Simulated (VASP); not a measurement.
**BaTiO3: single point with PBE+U**

Crystal: BaTiO3.

```
Ba Ti O
1.0
     3.99135    0.00000    0.00000
     0.00000    3.99135    0.00000
     0.00000    0.00000    4.18535
Ba Ti O
1 1 3
Cartesian
  0.0000 0.0000 -0.0389
  1.9957 1.9957 1.9828
  0.0000 1.9957 2.1756
  1.9957 0.0000 2.1756
  1.9957 1.9957 0.1630
```

```json
{
  "Program": "VASP 6.6.1",
  "Task": "single point",
  "Functional": "PBE",
  "Potentials or basis": "VASP PAW PBE potentials, release 64 (Ba_sv, Ti_sv, O_h)",
  "Cutoff": "1340 eV",
  "k mesh": "7 × 7 × 7",
  "Occupations": "fermi-dirac, width 0.05 eV",
  "Spin": "no spin polarisation",
  "Hubbard terms": "Ti d U = 1.0 eV"
}
```

- Pressure: 1.9 GPa
- Largest force: 0.195 eV/Å
- Band gap on the k mesh: 2.01 eV (least direct gap 2.45 eV)

Forces in eV/Å, atoms in the order of the input:
```
Ba   0.000  0.000  0.045
Ti   0.000  0.000  0.193
O    0.000  0.000 -0.022
O    0.000  0.000 -0.022
O    0.000  0.000 -0.195
```

Stress tensor (GPa, compression positive):
```
1.78 0.00 0.00
0.00 1.78 0.00
0.00 0.00 1.99
```

Levels at points of the mesh, in eV from the valence-band top:
```tsv
k point	band 18	band 19	band 20	band 21	band 22	band 23
(0.00, 0.00, 0.00)	-0.76	-0.44	-0.44	2.01	2.58	2.58
```

Eigenvalues of the final occupation matrices:
```tsv
site	spin	trace	eigenvalues
site 2 d	1	0.88	0.12 0.13 0.13 0.24 0.26
site 2 d	2	0.88	0.12 0.13 0.13 0.24 0.26
```

Wall time 3.9 min on 1 thread of Intel(R) Xeon(R) Platinum 8488C (Sapphire Rapids), on a shared host, peak memory 0.54 GiB.

Caveat: spin-orbit coupling is left out, which moves the levels of the heavy elements. A k mesh can miss the band edges.
